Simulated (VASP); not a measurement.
The system is HfN.

```
Hf N
1.0
     0.00000    2.45482    2.45482
     2.45482    0.00000    2.45482
     2.45482    2.45482    0.00000
Hf N
1 1
Direct
  0.00000 0.00000 0.00000
  0.75000 0.75000 0.75000
```

Base run:

- Program: VASP 6.6.1
- Functional: r2SCAN
- Potentials or basis: VASP PAW PBE potentials, release 64 (Hf_pv, N)
- Cutoff: 660 eV
- k mesh: 7 × 7 × 7
- Occupations: methfessel-paxton, width 0.1 eV
- Spin: no spin polarisation

Its results: pressure -3.5 GPa.

**Question.** The run is repeated on the same cell with these changes: k mesh from 7 × 7 × 7 to 4 × 4 × 4. What comes out?

**Answer.** Pressure -2.6 GPa.

Caveats: some runs use coarse meshes; the PAW data sets were made with another functional, which shifts forces and pressure a little.
